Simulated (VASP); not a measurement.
Here is a VASP 6.6.1 calculation.

Contents of INCAR:

```
SYSTEM = KBr
ALGO = Normal
EDIFF = 1E-6
ENCUT = 500
GGA = LIBXC
GGA_COMPAT = .False.
ISIF = 2
ISMEAR = 1
LASPH = .True.
LCHARG = .False.
LIBXC1 = GGA_X_B88
LIBXC2 = GGA_C_PBE
LREAL = .False.
LWAVE = .False.
NBANDS = 15
NELM = 120
PREC = Accurate
SIGMA = 0.05
```

KPOINTS

```
k-points
0
Gamma
  7 7 7
  0 0 0
```

File POSCAR:

```
KBr
1.0
    4.1228034279      0.0000000000      0.0000000000
    0.0000000000      4.1228034279      0.0000000000
    0.0000000000      0.0000000000      4.1228034279
Br K
1 1
Direct
    0.5000000000      0.5000000000      0.5000000000
    0.0000000000      0.0000000000      0.0000000000
```

Potentials or basis: VASP PAW PBE potentials, release 64 (Br, K_sv).

Launch:

```bash
$ cat potpaw_PBE.64/Br/POTCAR potpaw_PBE.64/K_sv/POTCAR > POTCAR
$ mpirun -np 1 vasp_std > vasp.out
```

Question: Predict the band gap on the k mesh.

Answer: 3.87 eV (least direct gap 4.08 eV).

Question: Predict the pressure.

Answer: -0.4 GPa.

Caveat: the PAW data sets were made with another functional, which shifts forces and pressure a little; an odd mesh through Γ misses points on the zone boundary, where band edges can lie.
